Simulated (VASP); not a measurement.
# NaCl (P1) in VASP: a series of runs

NaCl is run at these levels: PBE; tasks: single point.

Program: VASP 6.6.1. These are calculated values, not measurements. Logs are shortened: lines on timing, memory, paths and dates and some standing lists are left out, and cuts for length are marked.

**1. The cell of the first run**

The typed cell holds 16 atoms: a = 7.927 Å, b = 7.927 Å, c = 7.927 Å, α = 60.00°, β = 60.00°, γ = 60.00°.

**2. Single point, PBE**

File INCAR:

```
SYSTEM = NaCl
ALGO = Normal
EDIFF = 1E-7
ENCUT = 520
GGA = PE
ISIF = 2
ISMEAR = -1
LASPH = .True.
LCHARG = .False.
LREAL = Auto
LWAVE = .False.
NBANDS = 70
NELM = 80
PREC = Accurate
SIGMA = 0.039
```

File KPOINTS:

```
k-points
0
Gamma
  2 2 2
  0 0 0
```

File POSCAR:

```
NaCl
1.0
    0.0000000000      5.6053976607      5.6053976607
    5.6053976607      0.0000000000      5.6053976607
    5.6053976607      5.6053976607      0.0000000000
Na Cl
8 8
Direct
   -0.0021845908     -0.0036428281      0.0069910294
   -0.0024203457      0.0020983346      0.5075267041
    0.0110072476      0.5026155450     -0.0083681842
   -0.0046534611      0.5046156707      0.4945783810
    0.5006820515      0.0056008515     -0.0116243314
    0.4994663482     -0.0130212885      0.5045746388
    0.5127939486      0.4929677014     -0.0078656329
    0.4976390024      0.5062637250      0.4958291397
    0.2515105235      0.2433607003      0.2600091177
    0.2425620950      0.2489548618      0.7560559048
    0.2523019036      0.7496491336      0.2476590572
    0.2473292858      0.7557296121      0.7488096749
    0.7384988988      0.2566404896      0.2527961593
    0.7521952509      0.2484170766      0.7515260745
    0.7513673882      0.7506905406      0.2455608118
    0.7562383182      0.7481805492      0.7494887525
```

Potentials or basis: VASP PAW PBE potentials, release 64 (Na_pv, Cl).

Run with:

```console
$ cat potpaw_PBE.64/Na_pv/POTCAR potpaw_PBE.64/Cl/POTCAR > POTCAR
$ mpirun -np 1 vasp_std > vasp.out
```

OUTCAR:

```text
SYSTEM = NaCl
   EDIFF = 1E-7
   ENCUT = 520
   GGA = PE
   ISIF = 2
   ISMEAR = -1
   LASPH = .True.
   LREAL = Auto
   NELM = 80
   PREC = Accurate

 ion  position               nearest neighbor table
   1  0.998  0.996  0.007-
   2  0.998  0.002  0.508-
   3  0.011  0.503  0.992-
   4  0.995  0.505  0.495-
   5  0.501  0.006  0.988-
   6  0.499  0.987  0.505-  12 2.71
   7  0.513  0.493  0.992-  14 2.72
   8  0.498  0.506  0.496-
   9  0.252  0.243  0.260-
  10  0.243  0.249  0.756-
  11  0.252  0.750  0.248-
  12  0.247  0.756  0.749-   6 2.71
  13  0.738  0.257  0.253-
  14  0.752  0.248  0.752-   7 2.72
  15  0.751  0.751  0.246-
  16  0.756  0.748  0.749-

  LATTYP: Found a face centered cubic cell.
 ALAT       =    11.2107953214

  Lattice vectors:

 A1 = (   0.0000000000,   5.6053976607,   5.6053976607)
 A2 = (   5.6053976607,   0.0000000000,   5.6053976607)
 A3 = (   5.6053976607,   5.6053976607,   0.0000000000)

Analysis of symmetry for initial positions (statically):
=====================================================================
 Subroutine PRICEL returns:
 Original cell was already a primitive cell.

 Routine SETGRP: Setting up the symmetry group for a
 face centered cubic supercell.

 Subroutine GETGRP returns: Found  1 space group operations
 (whereof  1 operations were pure point group operations)
 out of a pool of 48 trial point group operations.

The static configuration has the point symmetry C_1 .

Analysis of symmetry for dynamics (positions and initial velocities):
=====================================================================
 Subroutine PRICEL returns:
 Original cell was already a primitive cell.

 Routine SETGRP: Setting up the symmetry group for a
 face centered cubic supercell.

 Subroutine GETGRP returns: Found  1 space group operations
 (whereof  1 operations were pure point group operations)
 out of a pool of 48 trial point group operations.

The dynamic configuration has the point symmetry C_1 .

 Subroutine INISYM returns: Found  1 space group operations
 (whereof  1 operations are pure point group operations),
 and found     1 'primitive' translations
[... 103 lines left out ...]
   LASPH  =      T    aspherical Exc in radial PAW
   ENCUT  =  520.0 eV  38.22 Ry    6.18 a.u.  14.74 14.74 14.74*2*pi/ulx,y,z
   NELM   =     80;   NELMIN=  2; NELMDL= -5     # of ELM steps
   EDIFF  = 0.1E-06   stopping-criterion for ELM
   LREAL  =      T    real-space projection
   EDIFFG = 0.1E-05   stopping-criterion for IOM
   NSW    =      0    number of steps for IOM
   IBRION =     -1    ionic relax: 0-MD 1-quasi-New 2-CG
   NFREE  =      0    steps in history (QN), initial steepest desc. (CG)
   ISIF   =      2    stress and relaxation
   ISYM   =      2    0-nonsym 1-usesym 2-fastsym
   POTIM  = 0.5000    time-step for ionic-motion
   TEBEG  =    0.0;   TEEND  =   0.0 temperature during run
   PSTRESS=    0.0 pullay stress
   NELECT =     112.0000    total number of electrons
   NUPDOWN=      -1.0000    fix difference up-down
   EMIN   =  10.00;   EMAX   =-10.00  energy-range for DOS
   EFERMI =   0.00;   METHOD = LEGACY
   ISMEAR =    -1;   SIGMA  =   0.04  broadening in eV -4-tet -1-fermi 0-gaus
   EFERMI_NEDOS =   21; number of points for ismear=-14 and -15
   IALGO  =     38    algorithm
   IMIX   =      4    mixing-type and parameters
     AMIX     =   0.40;   BMIX     =  1.00
     AMIX_MAG =   1.60;   BMIX_MAG =  1.00
  volume/ion in A,a.u.               =      22.02       148.57
  Fermi-wavevector in a.u.,A,eV,Ry     =   1.117372  2.111527 16.987145  1.248520
  Thomas-Fermi vector in A             =   2.253994
   LORBIT       =      0    0 simple, 1 ext, 2 COOP (PROOUT), +10 PAW based schemes
   GGA     = PE    functional components
   LHFCALC =     F    Hartree Fock is set to
   AEXX    =    0.0000 exact exchange contribution
   IVDW    =     0    specifies the selected vdW correction
   LEPSILON=     F    determine dielectric tensor
   LRPA    =     F    only Hartree local field effects (RPA)
 non-spin polarized calculation
  energy-cutoff  :      520.00
  volume of cell :      352.25
 maximum number of plane-waves:      9528
 NGX is ok and might be reduce to    60
   NGX = 29   NGY = 29   NGZ = 29

 number of electron     112.0000000 magnetization

 Free energy of the ion-electron system (eV)
  ---------------------------------------------------
  ext. energy  EPLUGINS =         0.00000000
  ---------------------------------------------------
  free energy    TOTEN  =       -54.07498922 eV

  energy without entropy =      -54.07498922  energy(sigma->0) =      -54.07498922

 E-fermi :   0.3520     XC(G=0):  -8.2430

 val. band max:       -0.5881930754   @ k =   0.0000   0.0000   0.0000
 cond. band min:       4.5520132101   @ k =   0.0000   0.0000   0.0000
 fundamental gap:      5.1402062856
 Fermi energy:         0.3519560747

 k-point     1 :       0.0000    0.0000    0.0000
  band No.  band energies     occupation
      1     -21.4574      2.00000
      2     -21.4551      2.00000
      3     -21.4546      2.00000
      4     -21.4467      2.00000
      5     -21.4402      2.00000
      6     -21.4362      2.00000
[... 557 lines left out ...]
     67       8.9677      0.00000
     68       8.9874      0.00000
 [bands above 68 left out]

------------------------ aborting loop because EDIFF is reached ----------------------------------------

  FORCE on cell =-STRESS in cart. coord.  units (eV):
  Direction    XX          YY          ZZ          XY          YZ          ZX
  --------------------------------------------------------------------------------------
  -------------------------------------------------------------------------------------
  Total        2.9438182      2.9396172      2.9751058     -0.0155679      0.0033895      0.0172980
  in kB       13.3897445     13.3706366     13.5320539     -0.0708096      0.0154169      0.0786786
  external PRESSURE =      13.4308117 kB  Pullay stress =       0.0000000 kB

 VOLUME and BASIS-vectors are now :
 -----------------------------------------------------------------------------
  energy-cutoff  :      520.00
  volume of cell :      352.25
      direct lattice vectors                 reciprocal lattice vectors
     0.000000000  5.605397661  5.605397661    -0.089199738  0.089199738  0.089199738
     5.605397661  0.000000000  5.605397661     0.089199738 -0.089199738  0.089199738
     5.605397661  5.605397661  0.000000000     0.089199738  0.089199738 -0.089199738

 POSITION                                       TOTAL-FORCE (eV/Angst)
 -----------------------------------------------------------------------------------
      5.62417      5.63234     11.17813         0.063342     -0.003629      0.064420
      2.85665      8.43672      5.60359        -0.130364     -0.136827      0.031525
      8.37585      5.62019      2.87906         0.054765      0.047308     -0.181962
      5.60088      8.35162      8.40788        -0.029734      0.123684      0.049696
      5.57163      8.34676      2.83792         0.072271      0.083261     -0.098275
      8.36075      5.62805      8.33212         0.111253     -0.015427      0.193798
[... 8 lines left out ...]
      5.58439      5.58818      8.41963        -0.002541     -0.004451     -0.036569
      8.39503      8.44020      8.43287        -0.012740     -0.091301     -0.026023
 -----------------------------------------------------------------------------------
    total drift:                               -0.002497      0.001058      0.001432

  FREE ENERGIE OF THE ION-ELECTRON SYSTEM (eV)
  ---------------------------------------------------
  free  energy   TOTEN  =       -54.0749892178 eV

  energy  without entropy=      -54.0749892178  energy(sigma->0) =      -54.07498922
```

stdout:

```text
POSCAR found type information on POSCAR NaCl
 POSCAR found :  2 types and      16 ions
 scaLAPACK will be used
 LDA part: xc-table for (Slater+PW92), standard interpolation
 POSCAR, INCAR and KPOINTS ok, starting setup
 FFT: planning ... GRIDC
 FFT: planning ... GRID_SOFT
 FFT: planning ... GRID
 WAVECAR not read
 entering main loop
```

It took 4.8 min on 1 thread of Intel Xeon Platinum 8375C at 2.90GHz (Ice Lake), shared host; peak memory 0.51 GiB.

What came out:

```
Free energy            : -54.0750 eV
Pressure               : 1.3 GPa
Largest force          : 0.224 eV/Å
Band gap on the k mesh : 5.14 eV
```

Forces on the atoms (eV/Å):
```
Na   0.063 -0.004  0.064
Na  -0.130 -0.137  0.032
Na   0.055  0.047 -0.182
Na  -0.030  0.124  0.050
Na   0.072  0.083 -0.098
Na   0.111 -0.015  0.194
Na   0.191 -0.030 -0.074
Na  -0.037  0.011 -0.072
Cl  -0.080 -0.173  0.081
Cl  -0.066 -0.013  0.106
Cl   0.034 -0.033 -0.007
Cl  -0.081  0.147 -0.064
Cl  -0.095  0.189  0.035
Cl   0.007 -0.103 -0.002
Cl  -0.003 -0.004 -0.037
Cl  -0.013 -0.091 -0.026
```

Caveat: the k points lie up to 0.49 Å⁻¹ apart.

**3. Single point, PBE**

This run uses another cell than the first one, of 22.25 Å³/atom.

File INCAR:

```
PREC = Accurate ; ENCUT = 520
EDIFF = 1E-6 ; ISMEAR = -1
SIGMA = 0.02 ; LREAL = Auto
LASPH = True ; NELM = 60
ALGO = Normal ; ISIF = 2
LWAVE = False ; LCHARG = False
GGA = PE ; NBANDS = 70
```

File KPOINTS:

```
Automatic mesh
0
Gamma
  2 2 2
```

File POSCAR:

```
NaCl
1.0
    0.0000000000      5.6255610000      5.6255610000
    5.6255610000      0.0000000000      5.6255610000
    5.6255610000      5.6255610000      0.0000000000
Na Cl
8 8
Direct
   -0.0046585576      0.0037857558     -0.0018556372
   -0.0063529664      0.0003818286      0.5069656164
    0.0006837540      0.5010825587      0.0007996536
   -0.0049019111      0.5113893530      0.5003575643
    0.5074818316     -0.0048215636      0.0015184263
    0.5015183375      0.0009769692      0.5039621826
    0.5052294340      0.4991889698     -0.0046553579
    0.4997532691      0.4990464951      0.4926844629
    0.2495168926      0.2487384814      0.2506733995
    0.2475169143      0.2486229373      0.7556600133
    0.2449331720      0.7473490199      0.2540024897
    0.2442839034      0.7489946336      0.7527251060
    0.7542706407      0.2467139722      0.2533092255
    0.7464393329      0.2509310627      0.7547462378
    0.7567135082      0.7523068366      0.2383577389
    0.7565550351      0.7453997032      0.7450882676
```

Potentials or basis: VASP PAW PBE potentials, release 64 (Na_pv, Cl).

Run with:

```console
$ cat potpaw_PBE.64/Na_pv/POTCAR potpaw_PBE.64/Cl/POTCAR > POTCAR
$ mpirun -np 1 vasp_std > vasp.out
```

Run time: 3.9 min. Hardware: 1 thread of Intel Xeon Platinum 8375C at 2.90GHz (Ice Lake), shared host; peak memory 0.51 GiB.

Results (log left out):

| Quantity | Value |
| --- | --- |
| Free energy | -54.1158 eV |
| Pressure | 1.0 GPa |
| Largest force | 0.251 eV/Å |
| Band gap on the k mesh | 5.10 eV |

Forces in eV/Å, atoms in the order of the input:
```
Na  -0.026  0.088  0.058
Na  -0.059  0.033  0.124
Na  -0.072  0.062 -0.019
Na  -0.230  0.046 -0.091
Na   0.066 -0.129 -0.077
Na  -0.033 -0.105 -0.063
Na   0.094 -0.021 -0.101
Na   0.112  0.058  0.002
Cl   0.039  0.076  0.010
Cl  -0.075  0.001  0.039
Cl  -0.055  0.004  0.158
Cl  -0.064  0.047  0.152
Cl   0.015 -0.100 -0.024
Cl  -0.063 -0.092  0.070
Cl   0.155  0.069 -0.164
Cl   0.197 -0.035 -0.074
```

Levels at points of the mesh, in eV from the valence-band top:
```tsv
k point	band 53	band 54	band 55	band 56	band 57	band 58	band 59	band 60
(0.00, 0.00, 0.00)	-0.27	-0.02	-0.01	0.00	5.10	7.25	7.25	7.26
(0.50, 0.00, 0.00)	-0.25	-0.24	-0.09	-0.08	6.53	6.63	8.08	8.10
(0.00, 0.50, 0.00)	-0.19	-0.17	-0.13	-0.12	6.56	6.59	8.04	8.11
(0.00, 0.00, 0.50)	-0.18	-0.17	-0.14	-0.12	6.56	6.59	8.09	8.10
(0.50, 0.50, 0.50)	-0.19	-0.17	-0.13	-0.12	6.56	6.59	8.07	8.09
(0.50, 0.50, 0.00)	-0.30	-0.26	-0.25	-0.21	7.06	7.09	8.17	8.18
(0.00, 0.50, 0.50)	-0.29	-0.27	-0.26	-0.22	7.06	7.08	8.14	8.16
(0.50, 0.00, 0.50)	-0.29	-0.26	-0.25	-0.21	7.07	7.08	8.12	8.18
```

Caveat: the k points lie up to 0.48 Å⁻¹ apart; the atoms stand as in a frame of molecular dynamics.
